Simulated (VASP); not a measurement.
Set up this calculation in VASP 6.6.1, as the native input.

* Task: single point
* Functional: r2SCAN
* Potentials or basis: VASP PAW PBE potentials, release 64 (Na_pv, I)
* Cutoff: 520 eV
* k mesh: 8 × 8 × 8
* Occupations: gaussian, width 0.05 eV
* Spin: no spin polarisation
* Dipole correction: no
* Further INCAR settings: ALGO = Normal; EDIFF = 1e-06; NBANDS = 14

Crystal: NaI.

```
Na I
1.0
     0.00000    2.82726    4.24088
     2.82726    0.00000    4.24088
     2.82726    2.82726    0.00000
Na I
1 1
Direct
  0.00000 0.00000 0.00000
  0.50000 0.50000 0.50000
```

This cell differs from its parent crystal: ratio of the length along z to the lengths across it x 1.5, volume and fractional coordinates fixed.

These files were run (other wordings do the same):

POSCAR

```
NaI
1.0
    0.0000000000      2.8272558161      4.2408837241
    2.8272558161      0.0000000000      4.2408837241
    2.8272558161      2.8272558161      0.0000000000
Na I
1 1
Direct
    0.0000000000      0.0000000000      0.0000000000
    0.5000000000      0.5000000000      0.5000000000
```

INCAR.step1

```
SYSTEM = NaI
PREC = Accurate
ENCUT = 520
ISMEAR = 0
SIGMA = 0.05
LREAL = .FALSE.
LASPH = .TRUE.
NELM = 60
NBANDS = 14
GGA = PE
ALGO = Normal
EDIFF = 1E-4
LWAVE = .TRUE.
LCHARG = .FALSE.
```

INCAR.step2

```
SYSTEM = NaI
PREC = Accurate
ENCUT = 520
EDIFF = 1E-6
ISMEAR = 0
SIGMA = 0.05
LREAL = .FALSE.
LASPH = .TRUE.
NELM = 60
ALGO = Normal
ISIF = 2
LWAVE = .FALSE.
LCHARG = .TRUE.
METAGGA = R2SCAN
LMIXTAU = .TRUE.
LELF = .TRUE.
LVHAR = .TRUE.
NBANDS = 14
ISTART = 1
```

KPOINTS

```
regular mesh
0
G
  8 8 8
  0 0 0
```

Potentials or basis: VASP PAW PBE potentials, release 64 (Na_pv, I).

Launch:

```bash
$ cat potpaw_PBE.64/Na_pv/POTCAR potpaw_PBE.64/I/POTCAR > POTCAR
$ cp INCAR.step1 INCAR
$ mpirun -np 1 vasp_std > vasp.out
$ cp INCAR.step2 INCAR
$ mpirun -np 1 vasp_std > vasp.out
```

Results of the run:

```yaml
Pressure: 5.9 GPa
Band_gap_on_the_k_mesh: 4.31 eV (least direct gap 4.38 eV)
```

Caveat: the cell stands under pressure; the PAW data sets were made with another functional, which shifts forces and pressure a little; spin-orbit coupling is left out, which moves the levels of the heavy elements.

Run time: 4.2 min on 1 thread of AMD EPYC 7R43 64-Core Processor (Zen 3) (shared host), peak memory 0.21 GiB.
